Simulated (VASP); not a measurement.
## MnSi (rocksalt type): density of states with PBE

Crystal: MnSi (rocksalt type).

```xyz
2
Lattice="0.0000 2.4225 2.4225 2.4225 0.0000 2.4225 2.4225 2.4225 0.0000" Properties=species:S:1:pos:R:3 pbc="T T T"
Mn    0.0000    0.0000    0.0000
Si    2.4225    2.4225    2.4225
```

| Property | Result |
| --- | --- |
| Program | VASP 6.6.1 |
| Task | density of states |
| Functional | PBE |
| Potentials or basis | VASP PAW PBE potentials, release 64 (Mn_pv, Si) |
| Cutoff | 520 eV |
| k mesh | 15 × 15 × 15 |
| Occupations | fermi-dirac, width 0.05 eV |
| Spin | collinear spin, ferromagnetic start |
| Starting moments | [4.0, 0.0] μB |
| Dipole correction | no |
| k mesh for the DOS | 23 × 23 × 23 |
| Occupations for the DOS | tetrahedron |
| Further INCAR settings | ALGO = Normal; EDIFF = 1e-07; NBANDS = 20 |

```
Net moment                                            : 2.47 μB per cell
Site moments                                          : Mn +2.57; Si -0.11 μB
Valence electrons inside the program's atomic spheres : Mn 11.78; Si 1.69
```

Levels at points of the mesh, in eV from the Fermi level:
Spin up:
| k point | band 8 | band 9 | band 10 | band 11 | band 12 | band 13 |
| --- | --- | --- | --- | --- | --- | --- |
| (0.00, 0.00, 0.00) | -2.21 | -2.21 | 3.68 | 3.68 | 3.68 | 10.14 |
Spin down:
```
           k point  band 3  band 4  band 5  band 6  band 7  band 8  band 9  band 10  band 11  band 12
(0.00, 0.00, 0.00)  -46.62  -11.56   -0.59   -0.59   -0.37   -0.37   -0.37     3.54     3.54     3.54
```

Run time: 7 min on 1 thread of Intel(R) Xeon(R) Platinum 8259CL CPU @ 2.50GHz (Skylake/Cascade Lake), on a shared host, peak memory 0.4 GiB.
